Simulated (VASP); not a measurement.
# TiAl3 (I4/mmm) in VASP: notebook

TiAl3 is run at these levels: PBE; tasks: relaxation of cell and atoms, relaxation of shape and atoms at fixed volume.

All numbers are computed with VASP 6.6.1; they aren't measurements. Logs are shortened: lines on timing, memory, paths and dates and some standing lists are left out, and cuts for length are marked.

## Step 1: The cell of the first run

The structure is tetragonal, space group I4/mmm (No. 139). The conventional cell has a = 3.822 Å, b = 3.822 Å, c = 8.561 Å, α = 90.00°, β = 90.00°, γ = 90.00°. Within 3.6 Å of Ti (site symmetry 4/mmm) lie 12 Al at 2.70 to 2.87 Å. Al (site symmetry 4/mmm) has 4 Ti at 2.70 Å and 8 Al at 2.87 Å within 3.6 Å. Within 3.6 Å of Al (site symmetry -4m2) lie 8 Al at 2.70 to 2.87 Å and 4 Ti at 2.87 Å.

## Step 2: Relaxation of cell and atoms, PBE

Input file INCAR:

```
SYSTEM = TiAl3
  PREC = Accurate
  ENCUT = 600
  EDIFF = 1E-7
  ISMEAR = 0
  SIGMA = 0.1
  LREAL = .False.
  LASPH = .True.
  NELM = 100
  ALGO = Normal
  ISIF = 3
  LWAVE = .False.
  LCHARG = .False.
  GGA = PE
  IBRION = 2
  NSW = 100
  EDIFFG = -0.005
```

Input file KPOINTS:

```
Automatic mesh
0
Gamma
  16 16 16
  0 0 0
```

Input file POSCAR:

```
TiAl3
1.0
   -1.9111067713      1.9111067713      4.2806687947
    1.9111067713     -1.9111067713      4.2806687947
    1.9111067713      1.9111067713     -4.2806687947
Ti Al
1 3
Direct
    0.0000000000      0.0000000000      0.0000000000
    0.5000000000      0.5000000000      0.0000000000
    0.7500000000      0.2500000000      0.5000000000
    0.2500000000      0.7500000000      0.5000000000
```

Potentials or basis: VASP PAW PBE potentials, release 64 (Ti_sv, Al).

Run with:

```bash
$ cat potpaw_PBE.64/Ti_sv/POTCAR potpaw_PBE.64/Al/POTCAR > POTCAR
$ mpirun -np 1 vasp_std > vasp.out
```

OUTCAR:

```text
SYSTEM = TiAl3
   PREC = Accurate
   ENCUT = 600
   EDIFF = 1E-7
   ISMEAR = 0
   LREAL = .False.
   LASPH = .True.
   NELM = 100
   ISIF = 3
   GGA = PE
   IBRION = 2
   NSW = 100
   EDIFFG = -0.005

 ion  position               nearest neighbor table
   1  0.000  0.000  0.000-   2 2.70   2 2.70   2 2.70   2 2.70   4 2.87   3 2.87   4 2.87   4 2.87
                             3 2.87   3 2.87   4 2.87   3 2.87
   2  0.500  0.500  0.000-   1 2.70   1 2.70   1 2.70   1 2.70   4 2.87   3 2.87   4 2.87   3 2.87
                             4 2.87   4 2.87   3 2.87   3 2.87
   3  0.750  0.250  0.500-   4 2.70   4 2.70   4 2.70   4 2.70   2 2.87   1 2.87   2 2.87   1 2.87
                             2 2.87   2 2.87   1 2.87   1 2.87
   4  0.250  0.750  0.500-   3 2.70   3 2.70   3 2.70   3 2.70   2 2.87   1 2.87   2 2.87   2 2.87
                             1 2.87   1 2.87   2 2.87   1 2.87

  LATTYP: Found a body centered tetragonal cell.
 ALAT       =     3.8222135426
 C/A-ratio  =     2.2398899208

  Lattice vectors:

 A1 = (  -1.9111067713,   1.9111067713,   4.2806687947)
 A2 = (   1.9111067713,  -1.9111067713,   4.2806687947)
 A3 = (   1.9111067713,   1.9111067713,  -4.2806687947)

Analysis of symmetry for initial positions (statically):
=====================================================================
 Subroutine PRICEL returns:
 Original cell was already a primitive cell.

 Routine SETGRP: Setting up the symmetry group for a
 body centered tetragonal supercell.

 Subroutine GETGRP returns: Found 16 space group operations
 (whereof 16 operations were pure point group operations)
 out of a pool of 16 trial point group operations.

The static configuration has the point symmetry D_4h.

Analysis of symmetry for dynamics (positions and initial velocities):
=====================================================================
 Subroutine PRICEL returns:
 Original cell was already a primitive cell.

 Routine SETGRP: Setting up the symmetry group for a
 body centered tetragonal supercell.

 Subroutine GETGRP returns: Found 16 space group operations
 (whereof 16 operations were pure point group operations)
 out of a pool of 16 trial point group operations.

The dynamic configuration has the point symmetry D_4h.

 Subroutine INISYM returns: Found 16 space group operations
 (whereof 16 operations are pure point group operations),
 and found     1 'primitive' translations

----------------------------------------------------------------------------------------

                                     Primitive cell

  volume of cell :      62.5376

  direct lattice vectors                    reciprocal lattice vectors
    -1.911106771  1.911106771  4.280668795     0.000000000  0.261628501  0.116804178
     1.911106771 -1.911106771  4.280668795     0.261628501  0.000000000  0.116804178
     1.911106771  1.911106771 -4.280668795     0.261628501  0.261628501  0.000000000

  length of vectors
     5.062487878  5.062487878  5.062487878     0.286518217  0.286518217  0.369998575

  position of ions in fractional coordinates (direct lattice)
     0.000000000  0.000000000  0.000000000
     0.500000000  0.500000000  0.000000000
     0.750000000  0.250000000  0.500000000
     0.250000000  0.750000000  0.500000000

  ion indices of the primitive-cell ions
   primitive index   ion index
                 1           1
                 2           2
                 3           3
                 4           4

----------------------------------------------------------------------------------------

 KPOINTS: Automatic mesh

Automatic generation of k-mesh.
 Grid dimensions read from file:
 generate k-points for:   16   16   16

 Generating k-lattice:

  Cartesian coordinates                     Fractional coordinates (reciprocal lattice)
     0.000000000  0.016351781  0.007300261     0.062500000  0.000000000  0.000000000
     0.016351781  0.000000000  0.007300261     0.000000000  0.062500000  0.000000000
     0.016351781  0.016351781  0.000000000     0.000000000  0.000000000  0.062500000

  Length of vectors
     0.017907389  0.017907389  0.023124911

  Shift w.r.t. Gamma in fractional coordinates (k-lattice)
     0.000000000  0.000000000  0.000000000

 Subroutine IBZKPT returns following result:
 ===========================================

 Found    349 irreducible k-points:

 Following reciprocal coordinates:
            Coordinates               Weight
  0.000000  0.000000  0.000000      1.000000
  0.062500  0.000000  0.000000      8.000000
  0.125000  0.000000  0.000000      8.000000
  0.187500  0.000000  0.000000      8.000000
  0.250000  0.000000  0.000000      8.000000
  0.312500  0.000000  0.000000      8.000000
[... 16 lines left out ...]
 -0.125000  0.062500  0.000000     16.000000
 -0.062500  0.062500  0.000000      4.000000
 [... further k-points ...]
   k-points           NKPTS =    349   k-points in BZ     NKDIM =    349   number of bands    NBANDS=     14
   number of dos      NEDOS =    301   number of ions     NIONS =      4
   total plane-waves  NPLWV =  64000
   dimension x,y,z NGX =    40 NGY =   40 NGZ =   40
   dimension x,y,z NGXF=    80 NGYF=   80 NGZF=   80
   ions per type =               1   3
   NGX,Y,Z   is equivalent  to a cutoff of  13.14, 13.14, 13.14 a.u.
   NGXF,Y,Z  is equivalent  to a cutoff of  26.27, 26.27, 26.27 a.u.
 SYSTEM =  TiAl3
   PREC   = accura    normal or accurate (medium, high low for compatibility)
   ISTART =      0    job   : 0-new  1-cont  2-samecut
   ICHARG =      2    charge: 1-file 2-atom 10-const
   ISPIN  =      1    spin polarized calculation?
   LNONCOLLINEAR =      F non collinear calculations
   LSORBIT =      F    spin-orbit coupling
   LASPH  =      T    aspherical Exc in radial PAW
   ENCUT  =  600.0 eV  44.10 Ry    6.64 a.u.  10.11 10.11 10.11*2*pi/ulx,y,z
   NELM   =    100;   NELMIN=  2; NELMDL= -5     # of ELM steps
   EDIFF  = 0.1E-06   stopping-criterion for ELM
   LREAL  =      F    real-space projection
   EDIFFG = -.5E-02   stopping-criterion for IOM
   NSW    =    100    number of steps for IOM
   IBRION =      2    ionic relax: 0-MD 1-quasi-New 2-CG
   NFREE  =      1    steps in history (QN), initial steepest desc. (CG)
   ISIF   =      3    stress and relaxation
   ISYM   =      2    0-nonsym 1-usesym 2-fastsym
   POTIM  = 0.5000    time-step for ionic-motion
   TEBEG  =    0.0;   TEEND  =   0.0 temperature during run
   PSTRESS=    0.0 pullay stress
   NELECT =      21.0000    total number of electrons
   NUPDOWN=      -1.0000    fix difference up-down
   EMIN   =  10.00;   EMAX   =-10.00  energy-range for DOS
   EFERMI =   0.00;   METHOD = LEGACY
   ISMEAR =     0;   SIGMA  =   0.10  broadening in eV -4-tet -1-fermi 0-gaus
   EFERMI_NEDOS =   21; number of points for ismear=-14 and -15
   IALGO  =     38    algorithm
   IMIX   =      4    mixing-type and parameters
     AMIX     =   0.40;   BMIX     =  1.00
     AMIX_MAG =   1.60;   BMIX_MAG =  1.00
  volume/ion in A,a.u.               =      15.63       105.51
  Fermi-wavevector in a.u.,A,eV,Ry     =   1.137891  2.150303 17.616776  1.294796
  Thomas-Fermi vector in A             =   2.274596
   LORBIT       =      0    0 simple, 1 ext, 2 COOP (PROOUT), +10 PAW based schemes
   GGA     = PE    functional components
   LHFCALC =     F    Hartree Fock is set to
   AEXX    =    0.0000 exact exchange contribution
   IVDW    =     0    specifies the selected vdW correction
   LEPSILON=     F    determine dielectric tensor
   LRPA    =     F    only Hartree local field effects (RPA)
 conjugate gradient relaxation of ions
 non-spin polarized calculation
 Gauss-broadening in eV      SIGMA  =   0.10
  energy-cutoff  :      600.00
  volume of cell :       62.54
 maximum number of plane-waves:      2122
   NGX = 21   NGY = 21   NGZ = 21

--------------------------------------- Ionic step        1  -------------------------------------------

 number of electron      20.9999999 magnetization

 Free energy of the ion-electron system (eV)
  ---------------------------------------------------
  ext. energy  EPLUGINS =         0.00000000
  ---------------------------------------------------
  free energy    TOTEN  =       -20.65816151 eV

  energy without entropy =      -20.64952880  energy(sigma->0) =      -20.65384515

------------------------ aborting loop because EDIFF is reached ----------------------------------------

  FORCE on cell =-STRESS in cart. coord.  units (eV):
  Direction    XX          YY          ZZ          XY          YZ          ZX
  --------------------------------------------------------------------------------------
  -------------------------------------------------------------------------------------
  Total        0.7960350      0.7960350      0.8281044      0.0000000      0.0000000      0.0000000
  in kB       20.3939432     20.3939432     21.2155421      0.0000000      0.0000000      0.0000000
  external PRESSURE =      20.6678095 kB  Pullay stress =       0.0000000 kB
[... 137 lines left out ...]
  energy  without entropy=      -20.6569354352  energy(sigma->0) =      -20.66132543

--------------------------------------- Ionic step        5  -------------------------------------------

 number of electron      21.0000000 magnetization

 Free energy of the ion-electron system (eV)
  ---------------------------------------------------
  ext. energy  EPLUGINS =         0.00000000
  ---------------------------------------------------
  free energy    TOTEN  =       -20.66573134 eV

  energy without entropy =      -20.65697310  energy(sigma->0) =      -20.66135222

 E-fermi :   8.1798     XC(G=0): -10.7193

 val. band max:        8.1746231725   @ k =  -0.3750   0.5000   0.2500
 cond. band min:       8.1867900248   @ k =   0.3750   0.1875   0.0000
 fundamental gap:      0.0121668524
 Fermi energy:         8.1798401435

 k-point     1 :       0.0000    0.0000    0.0000
  band No.  band energies     occupation
      1     -48.3247      2.00000
      2     -24.6378      2.00000
      3     -24.6378      2.00000
      4     -24.5589      2.00000
      5      -1.8553      2.00000
      6       5.3198      2.00000
      7       5.5600      2.00000
      8       6.8031      2.00000
      9       6.9642      2.00000
     10       6.9642      2.00000
     11       8.9955      0.00000
     12       9.8888      0.00000
     13       9.8888      0.00000
     14      10.4112      0.00000
[... 375 lines left out ...]
 k-point    24 :      -0.0625    0.0625    0.0000
  band No.  band energies     occupation
      1     -48.3246      2.00000
      2     -24.6388      2.00000
      3     -24.6386      2.00000
      4     -24.5588      2.00000
      5      -1.7746      2.00000
      6       5.3879      2.00000
      7       5.5154      2.00000
      8       6.7055      2.00000
      9       6.7112      2.00000
     10       6.9558      2.00000
     11       8.6178      0.00000
     12       9.9780      0.00000
     13      10.0102      0.00000
     14      10.2572      0.00000

 [... further k-points ...]

------------------------ aborting loop because EDIFF is reached ----------------------------------------

  FORCE on cell =-STRESS in cart. coord.  units (eV):
  Direction    XX          YY          ZZ          XY          YZ          ZX
  --------------------------------------------------------------------------------------
  -------------------------------------------------------------------------------------
  Total        0.0012250      0.0012250      0.0112615      0.0000000      0.0000000      0.0000000
  in kB        0.0308006      0.0308006      0.2831498      0.0000000      0.0000000      0.0000000
  external PRESSURE =       0.1149170 kB  Pullay stress =       0.0000000 kB
[... 19 lines left out ...]
  FREE ENERGIE OF THE ION-ELECTRON SYSTEM (eV)
  ---------------------------------------------------
  free  energy   TOTEN  =       -20.6657313384 eV

  energy  without entropy=      -20.6569731002  energy(sigma->0) =      -20.66135222

 reached required accuracy - stopping structural energy minimisation
```

It took 18 min on 1 thread of AMD EPYC 9R45 (Zen 5), shared host; peak memory 0.53 GiB.

Results:

- Free energy: -20.6657 eV
- Relaxed volume: 15.93 Å³/atom
- Relaxed cell: a = 5.096 Å, b = 5.096 Å, c = 5.096 Å, α = 135.67°, β = 135.67°, γ = 64.49°
- Space group after relaxing (to 0.1 Å): I4/mmm (No. 139)
- Energy gained by relaxing: 1.9 meV/atom
- Ionic steps: 5
- Pressure after relaxing: 0.0 GPa
- Band gap on the k mesh: zero (an odd number of electrons rules out a gap without spin polarisation)

Step by step:
| step | energy change (eV) | largest force (eV/Å) | pressure (GPa) | volume (Å³) |
| --- | --- | --- | --- | --- |
| 1 | 0.0000 | 0.0000 | 2.07 | 62.54 |
| 2 | -0.0054 | 0.0000 | -1.06 | 64.38 |
| 3 | -0.0076 | 0.0000 | 0.00 | 63.73 |
| 4 | -0.0076 | 0.0000 | -0.03 | 63.75 |
| 5 | -0.0076 | 0.0000 | 0.01 | 63.72 |

Final structure:
```yaml
crystal:
  lattice:
    - [-1.92254, 1.92254, 4.30999]
    - [1.92254, -1.92254, 4.30999]
    - [1.92254, 1.92254, -4.30999]
  atoms:
    - { symbol: Ti, position: [0.00000, 0.00000, 0.00000] }
    - { symbol: Al, position: [0.50000, 0.50000, 0.00000] }
    - { symbol: Al, position: [0.75000, 0.25000, 0.50000] }
    - { symbol: Al, position: [0.25000, 0.75000, 0.50000] }
```

## Step 3: Relaxation of shape and atoms at fixed volume, PBE (14.03 Å³/atom)

This run uses another cell than the first one, of 14.03 Å³/atom.

Input file INCAR:

```
SYSTEM = TiAl3
PREC     = Accurate       ! precision mode
ENCUT    = 600            ! plane-wave cutoff, eV
EDIFF    = 1E-6           ! SCF threshold, eV
ISMEAR   = 0              ! smearing method
SIGMA    = 0.1            ! smearing width, eV
LREAL    = .FALSE.        ! projectors in reciprocal space
LASPH    = .TRUE.         ! aspherical terms in the spheres
NELM     = 100            ! most SCF steps
ALGO     = Fast           ! electronic algorithm
ISIF     = 4              ! what is computed and relaxed
LWAVE    = .FALSE.        ! write WAVECAR
LCHARG   = .FALSE.        ! write CHGCAR
GGA      = PE             ! functional
IBRION   = 2              ! ionic algorithm
NSW      = 50             ! ionic steps
EDIFFG   = -0.01          ! ionic threshold
```

Input file KPOINTS:

```
Automatic mesh
0
G
  16 16 16
  0 0 0
```

Input file POSCAR:

```
TiAl3
1.0
   -1.8442069217      1.8442069217      4.1237585252
    1.8442069217     -1.8442069217      4.1237585252
    1.8442069217      1.8442069217     -4.1237585252
Ti Al
1 3
Direct
    0.0000000000      0.0000000000      0.0000000000
    0.5000000000      0.5000000000      0.0000000000
    0.7500000000      0.2500000000      0.5000000000
    0.2500000000      0.7500000000      0.5000000000
```

Potentials or basis: VASP PAW PBE potentials, release 64 (Ti_sv, Al).

Run with:

```bash
$ cat potpaw_PBE.64/Ti_sv/POTCAR potpaw_PBE.64/Al/POTCAR > POTCAR
$ mpirun -np 1 vasp_std > vasp.out
```

OUTCAR:

```text
SYSTEM = TiAl3
   PREC = Accurate
   ENCUT = 600
   EDIFF = 1E-6
   ISMEAR = 0
   LREAL = .FALSE.
   LASPH = .TRUE.
   NELM = 100
   ISIF = 4
   GGA = PE
   IBRION = 2
   NSW = 50
   EDIFFG = -0.01

 ion  position               nearest neighbor table
   1  0.000  0.000  0.000-   2 2.61   2 2.61   2 2.61   2 2.61   4 2.77   3 2.77   4 2.77   4 2.77
                             3 2.77   3 2.77   4 2.77   3 2.77
   2  0.500  0.500  0.000-   1 2.61   1 2.61   1 2.61   1 2.61   4 2.77   3 2.77   4 2.77   3 2.77
[... 618 lines left out ...]
  -------------------------------------------------------------------------------------
  Total        6.1170985      6.1170985      6.0905737      0.0000000      0.0000000      0.0000000
  in kB      174.6962341    174.6962341    173.9387214      0.0000000      0.0000000      0.0000000
  external PRESSURE =     174.4437298 kB  Pullay stress =       0.0000000 kB

 VOLUME and BASIS-vectors are now :
 -----------------------------------------------------------------------------
  energy-cutoff  :      600.00
  volume of cell :       56.10
      direct lattice vectors                 reciprocal lattice vectors
    -1.844206922  1.844206922  4.123758525     0.000000000  0.271119251  0.121248613
     1.844206922 -1.844206922  4.123758525     0.271119251  0.000000000  0.121248613
     1.844206922  1.844206922 -4.123758525     0.271119251  0.271119251  0.000000000

 POSITION                                       TOTAL-FORCE (eV/Angst)
 -----------------------------------------------------------------------------------
      0.00000      0.00000      0.00000         0.000000     -0.000000     -0.000000
      0.00000      0.00000      4.12376         0.000000     -0.000000     -0.000000
     -0.00000      1.84421      2.06188         0.000000     -0.000000      0.000000
      1.84421     -0.00000      2.06188        -0.000000      0.000000     -0.000000
 -----------------------------------------------------------------------------------
    total drift:                               -0.000000     -0.000000      0.000000

  FREE ENERGIE OF THE ION-ELECTRON SYSTEM (eV)
  ---------------------------------------------------
  free  energy   TOTEN  =       -20.2916680488 eV

  energy  without entropy=      -20.2838281382  energy(sigma->0) =      -20.28774809

 reached required accuracy - stopping structural energy minimisation
```

OSZICAR:

```text
N       E                     dE             d eps       ncg     rms          rms(c)
DAV:   1     0.136774888109E+03    0.13677E+03   -0.10425E+04  9772   0.158E+03
DAV:   2    -0.979244734456E+01   -0.14657E+03   -0.14497E+03  9826   0.376E+02
DAV:   3    -0.218265484468E+02   -0.12034E+02   -0.11640E+02 16610   0.879E+01
[... 26 lines left out ...]
RMM:  30    -0.202916621581E+02    0.44258E-06   -0.33168E-05 11441   0.567E-02    0.242E-02
RMM:  31    -0.202916643693E+02   -0.22112E-05   -0.37264E-05  9824   0.334E-02    0.825E-03
RMM:  32    -0.202916653061E+02   -0.93672E-06   -0.13563E-05  7146   0.194E-02    0.467E-03
RMM:  33    -0.202916674283E+02   -0.21222E-05   -0.24816E-05  6710   0.139E-02    0.423E-03
RMM:  34    -0.202916680488E+02   -0.62048E-06   -0.97908E-06  6874   0.125E-02
   1 F= -.20291668E+02 E0= -.20287748E+02  d E =-.202917E+02
```

Wall time 16 min (1 thread of Intel Xeon Platinum 8124M at 3.00GHz (Skylake/Cascade Lake), shared host); peak memory 0.52 GiB.

Results:

```
Free energy             : -20.2917 eV
Pressure after relaxing : 17.4 GPa
Band gap on the k mesh  : zero (an odd number of electrons rules out a gap without spin polarisation)
```

Stress tensor (GPa, compression positive):
```
17.47  0.00  0.00
 0.00 17.47  0.00
 0.00  0.00 17.39
```

Final structure:
```
Ti Al
1.0
    -1.84421    1.84421    4.12376
     1.84421   -1.84421    4.12376
     1.84421    1.84421   -4.12376
Ti Al
1 3
Direct
  0.00000 0.00000 0.00000
  0.50000 0.50000 0.00000
  0.75000 0.25000 0.50000
  0.25000 0.75000 0.50000
```

Caveat: the relaxation stopped at its first step, so nothing moved.
